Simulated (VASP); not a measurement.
# B (C2/m) in VASP: a series of runs

The runs below take B through single point, with PBE.

Everything below comes from runs of VASP 6.6.1. Logs are shortened: lines on timing, memory, paths and dates and some standing lists are left out, and cuts for length are marked.

## Step 1: The cell of the first run

It takes space group C2/m (No. 12, monoclinic). The conventional cell has a = 3.262 Å, b = 5.124 Å, c = 1.856 Å, α = 90.00°, β = 119.91°, γ = 90.00°. B (site symmetry 2) has 7 B at 1.74 to 1.94 Å within 2.3 Å.

## Step 2: Single point, PBE

Contents of INCAR:

```
SYSTEM = B
  PREC = Accurate
  ENCUT = 520
  EDIFF = 1E-6
  ISMEAR = 0
  SIGMA = 0.1
  LREAL = .FALSE.
  LASPH = .TRUE.
  NELM = 100
  ALGO = Normal
  ISIF = 2
  LWAVE = .FALSE.
  LCHARG = .FALSE.
  GGA = PE
  NBANDS = 10
```

Contents of KPOINTS:

```
regular mesh
0
G
  22 22 34
  0 0 0
```

Contents of POSCAR:

```
B
1.0
    1.6307863147     -2.5620671915      0.0006206957
    1.6307863147      2.5620671915      0.0006206957
   -0.9260566726      0.0000000000      1.6082030294
B
2
Direct
    0.3305246297      0.6694753703      0.5000000000
    0.6694753703      0.3305246297      0.5000000000
```

Potentials or basis: VASP PAW PBE potentials, release 64 (B).

The run is started by

```bash
$ cat potpaw_PBE.64/B/POTCAR > POTCAR
$ mpirun -np 1 vasp_std > vasp.out
```

OUTCAR:

```text
SYSTEM = B
   PREC = Accurate
   ENCUT = 520
   EDIFF = 1E-6
   ISMEAR = 0
   LREAL = .FALSE.
   LASPH = .TRUE.
   NELM = 100
   ISIF = 2
   GGA = PE

 ion  position               nearest neighbor table
   1  0.331  0.669  0.500-   2 1.74   2 1.83   2 1.83   2 1.94   2 1.94
   2  0.669  0.331  0.500-   1 1.74   1 1.83   1 1.83   1 1.94   1 1.94

  LATTYP: Found a base centered monoclinic cell.
 ALAT       =     3.2615728656
 B/A-ratio  =     1.5710623659
 C/A-ratio  =     0.5689813760
 COS(beta)  =    -0.4986837821

  Lattice vectors:

 A1 = (   1.6307863147,  -2.5620671915,   0.0006206957)
 A2 = (   1.6307863147,   2.5620671915,   0.0006206957)
 A3 = (  -0.9260566726,   0.0000000000,   1.6082030294)

Analysis of symmetry for initial positions (statically):
=====================================================================
 Subroutine PRICEL returns:
 Original cell was already a primitive cell.

 Routine SETGRP: Setting up the symmetry group for a
 base centered monoclinic supercell.

 Subroutine GETGRP returns: Found  4 space group operations
 (whereof  4 operations were pure point group operations)
 out of a pool of  4 trial point group operations.

The static configuration has the point symmetry C_2h.

Analysis of symmetry for dynamics (positions and initial velocities):
=====================================================================
 Subroutine PRICEL returns:
 Original cell was already a primitive cell.

 Routine SETGRP: Setting up the symmetry group for a
 base centered monoclinic supercell.

 Subroutine GETGRP returns: Found  4 space group operations
 (whereof  4 operations were pure point group operations)
 out of a pool of  4 trial point group operations.

The dynamic configuration has the point symmetry C_2h.

 Subroutine INISYM returns: Found  4 space group operations
 (whereof  4 operations are pure point group operations),
 and found     1 'primitive' translations

----------------------------------------------------------------------------------------

                                     Primitive cell

  volume of cell :      13.4417

  direct lattice vectors                    reciprocal lattice vectors
     1.630786315 -2.562067192  0.000620696     0.306533379 -0.195154913  0.176512092
     1.630786315  2.562067192  0.000620696     0.306533379  0.195154913  0.176512092
    -0.926056673  0.000000000  1.608203029    -0.000236617  0.000000000  0.621675784

  length of vectors
     3.037046704  3.037046704  1.855774217     0.403985979  0.403985979  0.621675829

  position of ions in fractional coordinates (direct lattice)
     0.330524630  0.669475370  0.500000000
     0.669475370  0.330524630  0.500000000

  ion indices of the primitive-cell ions
   primitive index   ion index
                 1           1
                 2           2

----------------------------------------------------------------------------------------

 KPOINTS: regular mesh

Automatic generation of k-mesh.
 Grid dimensions read from file:
 generate k-points for:   22   22   34

 Generating k-lattice:

  Cartesian coordinates                     Fractional coordinates (reciprocal lattice)
     0.013933335 -0.008870678  0.008023277     0.045454545 -0.000000000  0.000000000
     0.013933335  0.008870678  0.008023277    -0.000000000  0.045454545  0.000000000
    -0.000006959  0.000000000  0.018284582     0.000000000  0.000000000  0.029411765

  Length of vectors
     0.018362999  0.018362999  0.018284583

  Shift w.r.t. Gamma in fractional coordinates (k-lattice)
     0.000000000  0.000000000  0.000000000

 Subroutine IBZKPT returns following result:
 ===========================================

 Found   4314 irreducible k-points:

 Following reciprocal coordinates:
            Coordinates               Weight
  0.000000  0.000000  0.000000      1.000000
  0.045455 -0.000000 -0.000000      4.000000
  0.090909 -0.000000 -0.000000      4.000000
  0.136364  0.000000 -0.000000      4.000000
  0.181818 -0.000000  0.000000      4.000000
  0.227273 -0.000000 -0.000000      4.000000
[... 16 lines left out ...]
  0.500000  0.045455  0.000000      4.000000
 -0.454545  0.045455  0.000000      4.000000
 [... further k-points ...]
   k-points           NKPTS =   4314   k-points in BZ     NKDIM =   4314   number of bands    NBANDS=     10
   number of dos      NEDOS =    301   number of ions     NIONS =      2
   total plane-waves  NPLWV =   8064
   dimension x,y,z NGX =    24 NGY =   24 NGZ =   14
   dimension x,y,z NGXF=    48 NGYF=   48 NGZF=   28
   ions per type =               2
   NGX,Y,Z   is equivalent  to a cutoff of  13.14, 13.14, 12.54 a.u.
   NGXF,Y,Z  is equivalent  to a cutoff of  26.27, 26.27, 25.08 a.u.
 SYSTEM =  B
   PREC   = accura    normal or accurate (medium, high low for compatibility)
   ISTART =      0    job   : 0-new  1-cont  2-samecut
   ICHARG =      2    charge: 1-file 2-atom 10-const
   ISPIN  =      1    spin polarized calculation?
   LNONCOLLINEAR =      F non collinear calculations
   LSORBIT =      F    spin-orbit coupling
   LASPH  =      T    aspherical Exc in radial PAW
   ENCUT  =  520.0 eV  38.22 Ry    6.18 a.u.   5.65  5.65  3.45*2*pi/ulx,y,z
   NELM   =    100;   NELMIN=  2; NELMDL= -5     # of ELM steps
   EDIFF  = 0.1E-05   stopping-criterion for ELM
   LREAL  =      F    real-space projection
   EDIFFG = 0.1E-04   stopping-criterion for IOM
   NSW    =      0    number of steps for IOM
   IBRION =     -1    ionic relax: 0-MD 1-quasi-New 2-CG
   NFREE  =      0    steps in history (QN), initial steepest desc. (CG)
   ISIF   =      2    stress and relaxation
   ISYM   =      2    0-nonsym 1-usesym 2-fastsym
   POTIM  = 0.5000    time-step for ionic-motion
   TEBEG  =    0.0;   TEEND  =   0.0 temperature during run
   PSTRESS=    0.0 pullay stress
   NELECT =       6.0000    total number of electrons
   NUPDOWN=      -1.0000    fix difference up-down
   EMIN   =  10.00;   EMAX   =-10.00  energy-range for DOS
   EFERMI =   0.00;   METHOD = LEGACY
   ISMEAR =     0;   SIGMA  =   0.10  broadening in eV -4-tet -1-fermi 0-gaus
   EFERMI_NEDOS =   21; number of points for ismear=-14 and -15
   IALGO  =     38    algorithm
   IMIX   =      4    mixing-type and parameters
     AMIX     =   0.40;   BMIX     =  1.00
     AMIX_MAG =   1.60;   BMIX_MAG =  1.00
  volume/ion in A,a.u.               =       6.72        45.35
  Fermi-wavevector in a.u.,A,eV,Ry     =   1.251144  2.364320 21.298041  1.565362
  Thomas-Fermi vector in A             =   2.385105
   LORBIT       =      0    0 simple, 1 ext, 2 COOP (PROOUT), +10 PAW based schemes
   GGA     = PE    functional components
   LHFCALC =     F    Hartree Fock is set to
   AEXX    =    0.0000 exact exchange contribution
   IVDW    =     0    specifies the selected vdW correction
   LEPSILON=     F    determine dielectric tensor
   LRPA    =     F    only Hartree local field effects (RPA)
 non-spin polarized calculation
 Gauss-broadening in eV      SIGMA  =   0.10
  energy-cutoff  :      520.00
  volume of cell :       13.44
 maximum number of plane-waves:       376
   NGX = 11   NGY = 11   NGZ =  7

 number of electron       6.0000000 magnetization

 Free energy of the ion-electron system (eV)
  ---------------------------------------------------
  ext. energy  EPLUGINS =         0.00000000
  ---------------------------------------------------
  free energy    TOTEN  =       -12.64518157 eV

  energy without entropy =      -12.64388273  energy(sigma->0) =      -12.64453215

 E-fermi :   7.5445     XC(G=0): -12.1117

 val. band max:        7.5397698699   @ k =  -0.0455   0.4091   0.3529
 cond. band min:       7.5464281228   @ k =  -0.1818   0.0909   0.4118
 fundamental gap:      0.0066582529
 Fermi energy:         7.5445022670

 k-point     1 :       0.0000    0.0000    0.0000
  band No.  band energies     occupation
      1      -9.1073      2.00000
      2       5.2957      2.00000
      3       5.3573      2.00000
      4      11.5608      0.00000
      5      13.2645      0.00000
      6      13.8754      0.00000
      7      21.0887      0.00000
      8      22.6909      0.00000
      9      26.0499      0.00000
     10      37.5674      0.00000

 k-point     2 :       0.0455   -0.0000   -0.0000
  band No.  band energies     occupation
      1      -9.0678      2.00000
      2       5.0809      2.00000
      3       5.2441      2.00000
      4      11.6767      0.00000
      5      13.2493      0.00000
      6      14.0762      0.00000
      7      21.3129      0.00000
      8      22.6971      0.00000
      9      26.0435      0.00000
     10      37.5382      0.00000

 k-point     3 :       0.0909   -0.0000   -0.0000
  band No.  band energies     occupation
      1      -8.9495      2.00000
      2       4.4851      2.00000
      3       4.9524      2.00000
      4      11.8749      0.00000
      5      13.3233      0.00000
      6      14.6498      0.00000
      7      21.9381      0.00000
      8      22.7160      0.00000
      9      26.0243      0.00000
     10      37.4471      0.00000

 k-point     4 :       0.1364    0.0000   -0.0000
  band No.  band energies     occupation
      1      -8.7524      2.00000
      2       3.6362      2.00000
      3       4.5551      2.00000
      4      11.8342      0.00000
      5      13.7925      0.00000
      6      15.4934      0.00000
      7      22.7439      0.00000
      8      22.8551      0.00000
      9      25.9933      0.00000
     10      37.2793      0.00000
[... 222 lines left out ...]
 k-point    22 :       0.4545    0.0455    0.0000
  band No.  band energies     occupation
      1      -4.8789      2.00000
      2      -3.8313      2.00000
      3       2.1925      2.00000
      4      10.3507      0.00000
      5      21.4107      0.00000
      6      23.1983      0.00000
      7      24.0139      0.00000
      8      25.2929      0.00000
      9      25.4442      0.00000
     10      31.4103      0.00000

 k-point    23 :       0.5000    0.0455    0.0000
  band No.  band energies     occupation
      1      -4.9392      2.00000
      2      -3.7585      2.00000
      3       2.1668      2.00000
      4      10.3737      0.00000
      5      21.8215      0.00000
      6      23.0391      0.00000
      7      23.7267      0.00000
      8      25.2109      0.00000
      9      25.4663      0.00000
     10      31.4127      0.00000

 k-point    24 :      -0.4545    0.0455    0.0000
  band No.  band energies     occupation
      1      -5.6241      2.00000
      2      -2.9294      2.00000
      3       2.2219      2.00000
      4      10.4621      0.00000
      5      21.4034      0.00000
      6      22.5033      0.00000
      7      23.0943      0.00000
      8      25.5334      0.00000
      9      25.8347      0.00000
     10      31.9298      0.00000

 [... further k-points ...]

------------------------ aborting loop because EDIFF is reached ----------------------------------------

  FORCE on cell =-STRESS in cart. coord.  units (eV):
  Direction    XX          YY          ZZ          XY          YZ          ZX
  --------------------------------------------------------------------------------------
  -------------------------------------------------------------------------------------
  Total        0.0014414      0.0075915     -0.0080785      0.0000000      0.0000000     -0.0003365
  in kB        0.1718088      0.9048670     -0.9629184      0.0000000      0.0000000     -0.0401061
  external PRESSURE =       0.0379191 kB  Pullay stress =       0.0000000 kB

 VOLUME and BASIS-vectors are now :
 -----------------------------------------------------------------------------
  energy-cutoff  :      520.00
  volume of cell :       13.44
      direct lattice vectors                 reciprocal lattice vectors
     1.630786315 -2.562067192  0.000620696     0.306533379 -0.195154913  0.176512092
     1.630786315  2.562067192  0.000620696     0.306533379  0.195154913  0.176512092
    -0.926056673  0.000000000  1.608203029    -0.000236617  0.000000000  0.621675784

 POSITION                                       TOTAL-FORCE (eV/Angst)
 -----------------------------------------------------------------------------------
      1.16776      0.86841      0.80472         0.000000      0.003481     -0.000000
      1.16776     -0.86841      0.80472        -0.000000     -0.003481      0.000000
 -----------------------------------------------------------------------------------
    total drift:                                0.000000     -0.000000      0.000000

  FREE ENERGIE OF THE ION-ELECTRON SYSTEM (eV)
  ---------------------------------------------------
  free  energy   TOTEN  =       -12.6451815704 eV

  energy  without entropy=      -12.6438827327  energy(sigma->0) =      -12.64453215
```

It took 5.1 min on 1 thread of Intel Xeon Platinum 8375C at 2.90GHz (Ice Lake), shared host; peak memory 0.54 GiB.

What came out:

| Property | Result |
| --- | --- |
| Free energy | -12.6452 eV |
| Pressure | 0.0 GPa |
| Largest force | 0.003 eV/Å |
| Band gap on the k mesh | zero (band 3 reaches 8.32 eV, above the bottom of band 4 at 6.03 eV) |

Forces on the atoms (eV/Å):
```
B    0.000  0.003  0.000
B    0.000 -0.003  0.000
```

Stress tensor (GPa, compression positive):
```
 0.02  0.00  0.00
 0.00  0.09  0.00
 0.00  0.00 -0.10
```

Levels at points of the mesh, in eV from the Fermi level:
```csv
k point,band 1,band 2,band 3,band 4,band 5,band 6
"(0.00, 0.00, 0.00)",-16.65,-2.25,-2.19,4.02,5.72,6.33
"(0.50, 0.00, 0.00)",-12.30,-11.56,-5.20,2.57,14.38,15.71
"(0.50, 0.50, 0.00)",-13.19,-10.96,-4.67,3.44,13.12,14.46
"(0.00, 0.00, 0.50)",-7.78,-3.83,-2.26,1.66,3.73,4.77
"(0.50, 0.00, 0.50)",-8.22,-6.57,-0.77,4.28,6.33,8.07
"(0.50, 0.50, 0.50)",-6.61,-4.97,-0.91,1.07,1.77,3.09
```

(Part 1 of 2 ends here.)
